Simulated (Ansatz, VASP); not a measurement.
**Two plane-wave programs on AgCl**

INCAR

```
  ALGO = Normal
  EDIFF = 1E-6
  ENCUT = 520
  ISIF = 2
  ISMEAR = 0
  LASPH = True
  LCHARG = False
  LREAL = False
  LWAVE = False
  NBANDS = 16
  NELM = 60
  PREC = Accurate
  SIGMA = 0.05
```

The input KPOINTS:

```
k-points
0
Gamma
  10 10 10
```

Contents of POSCAR:

```
AgCl
1.0
    0.0000000000      2.7129196923      2.6773114500
    2.7129196923      0.0000000000      2.6773114500
    2.7129196923      2.7129196923      0.0000000000
Ag Cl
1 1
Direct
    0.5000000000      0.5000000000      0.5000000000
    0.0000000000      0.0000000000      0.0000000000
```

Input for Ansatz:

```yaml
crystal:
  lattice:
    - [0.0, 2.7129196923, 2.67731145]
    - [2.7129196923, 0.0, 2.67731145]
    - [2.7129196923, 2.7129196923, 0.0]
  atoms:
    - { symbol: Ag, position: [0.5, 0.5, 0.5] }
    - { symbol: Cl, position: [0.0, 0.0, 0.0] }
basis:
  ecutwfc: 420
kpoints:
  mp_grid: { grid: [10, 10, 10] }
hamiltonian:
  xc: lda
  pseudopotentials: { kind: paw }
scf:
  occupations: { method: gaussian, width: 0.05 }
output:
  forces: true
  stress: true
  eigenvalues: true
```

Change from the starting cell: mode 5 frozen in at -0.000 Å, equal normal strain along x and y +0.0133.

Alike in both runs: task single point; functional LDA; k mesh 10 × 10 × 10; occupations gaussian, width 0.05 eV; no spin polarisation.

|  | VASP | Ansatz |
| --- | --- | --- |
| version | VASP 6.6.1 | Ansatz 0.2.0 |
| potentials or method | VASP PAW LDA potentials, release 64 (Ag, Cl), cutoff 520 eV | scalar-relativistic, plane waves, PAW |
| valence electrons in the cell | 18 | 26 |

|  | VASP | Ansatz | Ansatz less VASP |
| --- | --- | --- | --- |
| gap on the k mesh at the Fermi level (eV) | 0.60 | 0.57 | -0.028 |
| least direct gap on the mesh (eV) | 3.19 | 3.16 | -0.027 |
| pressure (GPa) | -1.7 | -1.7 | -0.02 |
| traceless stress, the component that is largest in VASP (GPa) | 0.28 | 0.28 | -0.007 |

LDA's correlation is that of Perdew and Zunger in VASP and of Perdew and Wang (1992) in Ansatz. VASP's potentials hold 18 valence electrons a cell and Ansatz's 26, so a difference there can come from the potentials and not from the codes.
